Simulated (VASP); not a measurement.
# C (Fd-3m) in VASP: notebook, part 2 of 2

VASP 6.6.1. The steps go on from the part before.

## Step 3: Relaxation of cell and atoms, PBE, target pressure 190 GPa, at which the enthalpy is minimised

This run uses another cell than the first one, of 4.82 Å³/atom, 1.108 times its volume.

File INCAR:

```
SYSTEM = C
PREC = Accurate ; ENCUT = 600
EDIFF = 1E-7 ; ISMEAR = -1
SIGMA = 0.08 ; LREAL = .FALSE.
LASPH = .TRUE. ; NELM = 100
ALGO = Normal ; ISIF = 3
LWAVE = .FALSE. ; LCHARG = .FALSE.
GGA = PE ; IBRION = 2
NSW = 60 ; EDIFFG = -0.005
PSTRESS = 1900.0
```

File KPOINTS:

```
Automatic mesh
0
G
  19 19 19
  0 0 0
```

File POSCAR:

```
C
1.0
    0.0000000000      1.6889222216      1.6889222216
    1.6889222216      0.0000000000      1.6889222216
    1.6889222216      1.6889222216      0.0000000000
C
2
Direct
   -0.1250000000     -0.1250000000     -0.1250000000
    0.1250000000      0.1250000000      0.1250000000
```

Potentials or basis: VASP PAW PBE potentials, release 64 (C).

Launch:

```console
$ cat potpaw_PBE.64/C/POTCAR > POTCAR
$ mpirun -np 1 vasp_std > vasp.out
```

OUTCAR:

```text
SYSTEM = C
   PREC = Accurate
   ENCUT = 600
   EDIFF = 1E-7
   ISMEAR = -1
   LREAL = .FALSE.
   LASPH = .TRUE.
   NELM = 100
   ISIF = 3
   GGA = PE
   IBRION = 2
   NSW = 60
   EDIFFG = -0.005
   PSTRESS = 1900.0

 ion  position               nearest neighbor table
   1  0.875  0.875  0.875-   2 1.46   2 1.46   2 1.46   2 1.46
   2  0.125  0.125  0.125-   1 1.46   1 1.46   1 1.46   1 1.46

  LATTYP: Found a face centered cubic cell.
 ALAT       =     3.3778444432

  Lattice vectors:

 A1 = (   0.0000000000,   1.6889222216,   1.6889222216)
 A2 = (   1.6889222216,   0.0000000000,   1.6889222216)
 A3 = (   1.6889222216,   1.6889222216,   0.0000000000)

Analysis of symmetry for initial positions (statically):
=====================================================================
 Subroutine PRICEL returns:
 Original cell was already a primitive cell.

 Routine SETGRP: Setting up the symmetry group for a
 face centered cubic supercell.

[... 171 lines left out ...]

  FORCE on cell =-STRESS in cart. coord.  units (eV):
  Direction    XX          YY          ZZ          XY          YZ          ZX
  --------------------------------------------------------------------------------------
  -------------------------------------------------------------------------------------
  Total        5.9381580      5.9381580      5.9381580     -0.0000000      0.0000000     -0.0000000
  in kB      987.4233385    987.4233385    987.4233385     -0.0000000      0.0000000     -0.0000000
  external PRESSURE =    -912.5766615 kB  Pullay stress =    1900.0000000 kB
[... 139 lines left out ...]
--------------------------------------- Ionic step        5  -------------------------------------------

 number of electron       8.0000000 magnetization

 Free energy of the ion-electron system (eV)
  ---------------------------------------------------
  ext. energy  EPLUGINS =         0.00000000
  ---------------------------------------------------
  free energy    TOTEN  =       -16.88272150 eV

  energy without entropy =      -16.88272150  energy(sigma->0) =      -16.88272150

 E-fermi :  15.4540     XC(G=0): -14.6240

 val. band max:       13.9606410297   @ k =   0.0000   0.0000   0.0000
 cond. band min:      18.7216410902   @ k =   0.3684   0.3684   0.0000
 fundamental gap:      4.7610000606
 Fermi energy:        15.4540183464

 k-point     1 :       0.0000    0.0000    0.0000
  band No.  band energies     occupation
      1     -11.4232      2.00000
      2      13.9606      2.00000
      3      13.9606      2.00000
      4      13.9606      2.00000
      5      20.2880      0.00000
      6      20.2880      0.00000
      7      20.2880      0.00000
      8      33.8429      0.00000
[... 243 lines left out ...]
 k-point    24 :      -0.2632    0.0526    0.0000
  band No.  band energies     occupation
      1      -8.7685      2.00000
      2       4.7562      2.00000
      3      10.5561      2.00000
      4      11.7884      2.00000
      5      22.9417      0.00000
      6      23.8472      0.00000
      7      25.3019      0.00000
      8      32.3897      0.00000

 [... further k-points ...]
[... 5 lines left out ...]
  --------------------------------------------------------------------------------------
  -------------------------------------------------------------------------------------
  Total       10.3199797     10.3199797     10.3199797     -0.0000000      0.0000000     -0.0000000
  in kB     1900.1129798   1900.1129798   1900.1129798     -0.0000000      0.0000000     -0.0000000
  external PRESSURE =       0.1129798 kB  Pullay stress =    1900.0000000 kB
[... 21 lines left out ...]
  energy  without entropy=      -16.8827214952  energy(sigma->0) =      -16.88272150

  enthalpy is  TOTEN    =        -6.5633554521 eV   P V=       10.3193660431

 reached required accuracy - stopping structural energy minimisation
```

OSZICAR:

```text
N       E                     dE             d eps       ncg     rms          rms(c)
DAV:   1    -0.302351377081E+01   -0.30235E+01   -0.53470E+03  3656   0.109E+03
DAV:   2    -0.186376595839E+02   -0.15614E+02   -0.15450E+02  5520   0.112E+02
[... 38 lines left out ...]
   4 F= -.65631619E+01 E0= -.65631619E+01  d E =-.283827E+00
       N       E                     dE             d eps       ncg     rms          rms(c)
DAV:   1    -0.168827461911E+02    0.26793E-01   -0.19450E-03  3768   0.491E-01    0.450E-02
DAV:   2    -0.168827282256E+02    0.17966E-04   -0.14035E-05  3736   0.402E-02    0.236E-02
DAV:   3    -0.168827214613E+02    0.67642E-05   -0.14379E-05  3712   0.316E-02    0.378E-03
DAV:   4    -0.168827214952E+02   -0.33881E-07   -0.30013E-08  3376   0.250E-03
   5 F= -.65633555E+01 E0= -.65633555E+01  d E =-.284020E+00
```

It took 25 s on 1 thread of Intel Xeon 6975P-C (Granite Rapids), shared host; peak memory 0.12 GiB.

Results:

```
Free energy                                            : -16.8827 eV
Relaxed volume                                         : 4.35 Å³/atom
Relaxed cell                                           : a = 2.309 Å, b = 2.309 Å, c = 2.309 Å, α = 60.00°, β = 60.00°, γ = 60.00°
Space group after relaxing (to 0.05 Å)                 : Fd-3m (No. 227)
Energy change on relaxing (the enthalpy is what falls) : +411.4 meV/atom
Ionic steps                                            : 5
Pressure after relaxing                                : 190.0 GPa
Band gap on the k mesh                                 : 4.76 eV, indirect (least direct gap 6.33 eV)
```

Step by step:
```tsv
step	energy change (eV)	largest force (eV/Å)	pressure (GPa)	volume (Å³)
1	0.0000	0.0000	98.74	9.64
2	6.9707	0.0000	734.89	6.29
3	0.6855	0.0000	176.03	8.82
4	0.7960	0.0000	187.30	8.72
5	0.8228	0.0000	190.01	8.70
```

Final structure:
```
C
1.0
     0.00000    1.63253    1.63253
     1.63253    0.00000    1.63253
     1.63253    1.63253    0.00000
C
2
Direct
  0.87500 0.87500 0.87500
  0.12500 0.12500 0.12500
```

Levels at points of the mesh, in eV from the valence-band top:
```csv
k point,band 1,band 2,band 3,band 4,band 5,band 6,band 7,band 8
"(0.00, 0.00, 0.00)",-25.38,0.00,0.00,0.00,6.33,6.33,6.33,19.88
```

Caveat: the cell is relaxed towards a set pressure, so the enthalpy falls and the energy may rise. A k mesh can miss the band edges.

## Step 4: Single point, PBE

File INCAR:

```
SYSTEM = C
PREC     = Accurate       ! precision mode
ENCUT    = 520            ! plane-wave cutoff, eV
EDIFF    = 1E-6           ! SCF threshold, eV
ISMEAR   = -1             ! smearing method
SIGMA    = 0.08           ! smearing width, eV
LREAL    = .FALSE.        ! projectors in reciprocal space
LASPH    = .TRUE.         ! aspherical terms in the spheres
NELM     = 60             ! most SCF steps
ALGO     = Normal         ! electronic algorithm
ISIF     = 2              ! what is computed and relaxed
LWAVE    = .FALSE.        ! write WAVECAR
LCHARG   = .FALSE.        ! write CHGCAR
GGA      = PE             ! functional
NBANDS   = 11             ! bands
```

File KPOINTS:

```
regular mesh
0
G
  25 25 25
  0 0 0
```

File POSCAR:

```
C
1.0
   -1.1541731767      1.1541731767      1.6323105246
    1.1541731767     -1.1541731767      1.6323105246
    1.1541731767      1.1541731767     -1.6323105246
C
2
Direct
   -0.3750000000     -0.1250000000     -0.2500000000
    0.3750000000      0.1250000000      0.2500000000
```

Launch:

```console
$ cat potpaw_PBE.64/C/POTCAR > POTCAR
$ mpirun -np 1 vasp_std > vasp.out
```

Wall time 40 s (1 thread of Intel Xeon 6975P-C (Granite Rapids), shared host); peak memory 0.19 GiB.

Results (log left out):

| Property | Result |
| --- | --- |
| Free energy | -16.8633 eV |
| Pressure | 191.8 GPa |
| Band gap on the k mesh | 4.77 eV, indirect (least direct gap 6.33 eV) |

Levels at points of the mesh, in eV from the valence-band top:
| k point | band 1 | band 2 | band 3 | band 4 | band 5 | band 6 | band 7 | band 8 | band 9 |
| --- | --- | --- | --- | --- | --- | --- | --- | --- | --- |
| (0.00, 0.00, 0.00) | -25.39 | 0.00 | 0.00 | 0.00 | 6.33 | 6.33 | 6.33 | 19.89 | 23.11 |

## Step 5: Overview

| task | cell | k mesh | cutoff (eV) | gap on the mesh (eV) | pressure (GPa) |
| --- | --- | --- | --- | --- | --- |
| relaxation of cell and atoms | relaxed to 190 GPa from a = 2.308 Å, angles 60.0°, 2 atoms | 19 × 19 × 19 | 600 | 4.76 | 190.0 |
| relaxation of cell and atoms | relaxed to 190 GPa from a = 2.388 Å, angles 60.0°, 2 atoms | 19 × 19 × 19 | 600 | 4.76 | 190.0 |
| single point | a = 2.308 Å, angles 120.0, 120.0, 90.0°, 2 atoms | 25 × 25 × 25 | 520 | 4.77 | 191.8 |

Alike in all rows: level PBE; potentials or basis VASP PAW PBE potentials, release 64 (C); no spin polarisation; smearing fermi-dirac 0.08 eV.

Caveats: the cell is relaxed towards a set pressure, so the enthalpy falls and the energy may rise (some runs).

Total energies depend on the potentials used, so only differences within one code and one set of settings carry meaning.
